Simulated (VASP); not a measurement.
The system is AgCl.

```
Ag Cl
1.0
     4.17450    0.00000    0.00000
    -2.08725    3.61522    0.00000
     0.00000    0.00000    6.79487
Ag Cl
2 2
Direct
  0.66667 0.33333 0.50026
  0.33333 0.66667 0.00026
  0.66667 0.33333 0.87674
  0.33333 0.66667 0.37674
```

```yaml
Program: VASP 6.6.1
Task: relaxation of cell and atoms
Functional: PBE
Potentials_or_basis: VASP PAW PBE potentials, release 64 (Ag, Cl)
Cutoff: 600 eV
k_mesh: 9 × 9 × 4
Occupations: gaussian, width 0.02 eV
Spin: no spin polarisation
```

At the start: pressure 2.9 GPa; volume 25.64 Å³/atom.

Q: How do energy, volume and symmetry change on relaxing?

A: Over 3 steps the energy falls by 17.5 meV/atom and the volume is 27.74 Å³/atom (+8.2 %); space group P6_3mc (No. 186, to 0.1 Å) before and after.

The path:
```tsv
step	energy change (eV)	largest force (eV/Å)	pressure (GPa)	volume (Å³)
1	0.0000	0.0022	2.91	102.55
2	-0.0687	0.0047	0.37	109.61
3	-0.0702	0.0053	-0.02	110.98
```

Final structure:
```yaml
crystal:
  lattice:
    - [4.28736, 0.00000, 0.00000]
    - [-2.14368, 3.71297, 0.00000]
    - [0.00000, 0.00000, 6.97153]
  atoms:
    - { symbol: Ag, position: [0.66667, 0.33333, 0.50028] }
    - { symbol: Ag, position: [0.33333, 0.66667, 0.00028] }
    - { symbol: Cl, position: [0.66667, 0.33333, 0.87672] }
    - { symbol: Cl, position: [0.33333, 0.66667, 0.37672] }
```
